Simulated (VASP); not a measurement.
Runs of VASP 6.6.1 on Mg3Cl. The structure is that of space group Pm-3m (No. 221), or close to it. The cells are those of the table. 

```tsv
task	cell	k mesh	cutoff (eV)	gap on the mesh (eV)	pressure (GPa)	relaxed volume (Å³/atom)
relaxation of cell and atoms	relaxed from a = 4.309 Å, 4 atoms	4 × 4 × 4	600	none	0.0	24.95
single point	a = 4.661 Å, 4 atoms	10 × 10 × 10	520	none	(a)	-
relaxation of cell and atoms	relaxed from a = 4.640 Å, 4 atoms	10 × 10 × 10	600	none	0.0	25.26
single point	a = 4.309 Å, 4 atoms	4 × 4 × 4	520	none	8.3	-
single point	a = 4.640 Å, 4 atoms	4 × 4 × 4	520	none	0.0	-
```

Alike in all rows: level PBE; potentials or basis VASP PAW PBE potentials, release 64 (Mg, Cl); no spin polarisation; smearing gaussian 0.1 eV.

Estimate the missing entries.

(a) -0.1.

Caveats: some runs use coarse meshes; the volume moved by over 15 % at a fixed basis, so the end points are rough (at least some runs).

A gap of «none» marks levels without a gap at the run's occupations.
